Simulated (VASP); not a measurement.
Crystal: ZrB2.

```
Zr B
1.0
     3.17000    0.00000    0.00000
    -1.58500    2.74530    0.00000
     0.00000    0.00000    3.53300
Zr B
1 2
Direct
  0.00000 0.00000 0.00000
  0.33333 0.66667 0.50000
  0.66667 0.33333 0.50000
```

Base run:

```yaml
Program: VASP 6.6.1
Functional: PBEsol
Potentials_or_basis: VASP PAW PBE potentials, release 64 (Zr_sv, B)
Cutoff: 500 eV
k_mesh: 7 × 7 × 5
Occupations: fermi-dirac, width 0.2 eV
Spin: no spin polarisation
```

Its results: band gap on the k mesh zero (band 9 reaches 10.90 eV, above the bottom of band 10 at 10.08 eV); pressure -3.5 GPa.

After a change of settings the same cell gave: band gap on the k mesh zero (band 9 reaches 11.08 eV, above the bottom of band 10 at 10.27 eV); pressure 3.8 GPa. Which change was it?
A. functional from PBEsol to RPBE
B. functional from PBEsol to BLYP
C. functional from PBEsol to r2SCAN; cutoff from 500 eV to 550 eV
D. functional from PBEsol to revPBE

D.

revPBE binds less tightly than PBEsol, so the same cell stands under more pressure.

Caveats: the PAW data sets were made with another functional, which shifts forces and pressure a little.
